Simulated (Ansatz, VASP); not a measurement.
# EuI3: VASP beside Ansatz

INCAR

```
  PREC = Accurate
  ENCUT = 520
  EDIFF = 1E-6
  ISMEAR = 0
  SIGMA = 0.05
  LREAL = False
  LASPH = True
  NELM = 150
  ALGO = Normal
  ISIF = 2
  LWAVE = False
  LCHARG = True
  ISPIN = 2
  MAGMOM = 7.18 0 0 0
  LORBIT = 11
  LMAXMIX = 6
  GGA = PS
  LELF = True
  LVHAR = True
  NBANDS = 31
```

The input KPOINTS:

```
Automatic mesh
0
Gamma
  6 6 6
```

File POSCAR:

```
EuI3
1.0
    6.2469248792      0.0000000000      0.0000000000
    0.0000000000      6.2469248792      0.0000000000
    0.0000000000      0.0000000000      6.2469248792
Eu I
1 3
Direct
    0.0000000000      0.0000000000      0.0000000000
    0.5000000000      0.0000000000      0.0000000000
    0.0000000000      0.0000000000      0.5000000000
    0.0000000000      0.5000000000      0.0000000000
```

Input for Ansatz:

```yaml
crystal:
  lattice:
    - [6.2469248792, 0.0, 0.0]
    - [0.0, 6.2469248792, 0.0]
    - [0.0, 0.0, 6.2469248792]
  atoms:
    - { symbol: Eu, position: [0.0, 0.0, 0.0], spin: 7.18 }
    - { symbol: I, position: [0.5, 0.0, 0.0] }
    - { symbol: I, position: [0.0, 0.0, 0.5] }
    - { symbol: I, position: [0.0, 0.5, 0.0] }
basis:
  ecutwfc: 420
  ecutrho_ratio: 4
kpoints:
  mp_grid: { grid: [6, 6, 6] }
hamiltonian:
  xc: pbesol
scf:
  occupations: { method: gaussian, width: 0.05 }
  lower_state_search: "off"
output:
  forces: true
  stress: true
  eigenvalues: true
  populations: true
  hubbard: { sites: [{ species: Eu, l: f }] }
magnetization:
  spin_polarized: true
checkpoint:
  read: start.run
  write: ck
  compress: false
  write_wavefunctions: false
  write_every: 100000
```

Alike in both runs: task single point; functional PBEsol; k mesh 6 × 6 × 6; occupations gaussian, width 0.05 eV; collinear spin.

|  | VASP | Ansatz |
| --- | --- | --- |
| version | VASP 6.6.1 | Ansatz 0.2.0 |
| potentials or method | VASP PAW PBE potentials, release 64 (Eu, I), cutoff 520 eV | scalar-relativistic, plane waves, PAW |
| valence electrons in the cell | 38 | 68 |

VASP gave:

- gap on the k mesh at the Fermi level (eV): none
- pressure (GPa): -1.0
- net moment per atom (μB): 1.50
- size of the moment on the site where the two differ most (μB): 6.36

**Question.** Which values does Ansatz return?

**Answer.** gap on the k mesh at the Fermi level (eV): none; pressure (GPa): -0.9; net moment per atom (μB): 1.50; size of the moment on the site where the two differ most (μB): 6.52.

VASP's potentials were made for PBE, not for PBEsol. Site moments also hang on the region over which each program counts them. A gap of «none» marks a metal or a gap that the smearing closes. The functional is the same, so the differences come from potentials, cutoffs and numerics. VASP's potentials hold 38 valence electrons a cell and Ansatz's 68, so a difference there can come from the potentials and not from the codes.

Spin-orbit coupling is off throughout.
